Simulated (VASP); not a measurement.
**Rb3Cd: relaxation of cell and atoms with LDA**

Crystal: Rb3Cd.

```
CELL_PARAMETERS angstrom
6.31250 0.00000 0.00000
0.00000 6.31250 0.00000
0.00000 0.00000 6.31250
ATOMIC_POSITIONS crystal
Rb 0.00000 0.50000 0.50000
Rb 0.50000 0.00000 0.50000
Rb 0.50000 0.50000 0.00000
Cd 0.00000 0.00000 0.00000
```

```
Program                : VASP 6.6.1
Task                   : relaxation of cell and atoms
Functional             : LDA
Potentials or basis    : VASP PAW LDA potentials, release 64 (Rb_sv, Cd)
Cutoff                 : 600 eV
k mesh                 : 4 × 4 × 4
Occupations            : gaussian, width 0.02 eV
Spin                   : no spin polarisation
Dipole correction      : no
Further INCAR settings : ALGO = Normal; EDIFF = 1e-06; IBRION = 2; EDIFFG = -0.01; NSW = 80; ISIF = 3
```

| Item | Value |
| --- | --- |
| Relaxed volume | 50.58 Å³/atom |
| Relaxed cell | a = 5.871 Å, b = 5.871 Å, c = 5.871 Å, α = 90.00°, β = 90.00°, γ = 90.00° |
| Space group after relaxing (to 0.05 Å) | Pm-3m (No. 221) |
| Energy gained by relaxing | 38.5 meV/atom |
| Ionic steps | 6 |
| Pressure after relaxing | 0.0 GPa |

The path:
```csv
step,energy change (eV),largest force (eV/Å),pressure (GPa),volume (Å³)
1,0.0000,0.0000,-0.82,251.54
2,-0.0554,0.0000,-0.71,240.04
3,-0.1349,0.0000,-0.38,217.49
4,-0.0756,0.0000,1.10,176.72
5,-0.1534,0.0000,-0.07,204.81
6,-0.1540,0.0000,0.00,202.32
```

Final structure:
```xyz
4
Lattice="5.8706 0.0000 0.0000 0.0000 5.8706 0.0000 0.0000 0.0000 5.8706" Properties=species:S:1:pos:R:3 pbc="T T T"
Rb    0.0000    2.9353    2.9353
Rb    2.9353    0.0000    2.9353
Rb    2.9353    2.9353    0.0000
Cd    0.0000    0.0000    0.0000
```

Levels at points of the mesh, in eV from the Fermi level:
| k point | band 17 | band 18 | band 19 | band 20 | band 21 | band 22 |
| --- | --- | --- | --- | --- | --- | --- |
| (0.00, 0.00, 0.00) | -8.60 | -4.03 | -0.75 | 1.29 | 1.29 | 1.42 |
| (0.50, 0.00, 0.00) | -8.59 | -3.43 | -1.47 | 0.68 | 0.96 | 0.96 |
| (0.50, 0.50, 0.00) | -8.59 | -3.17 | -0.56 | -0.56 | 0.30 | 0.85 |
| (0.50, 0.50, 0.50) | -8.59 | -3.24 | 0.51 | 0.51 | 0.51 | 0.61 |

It took 4.6 min on 1 thread of Intel(R) Xeon(R) Platinum 8259CL CPU @ 2.50GHz (Skylake/Cascade Lake) (shared host), peak memory 0.32 GiB.

Caveat: the volume moved by over 15 % at a fixed basis, so the end points are rough.
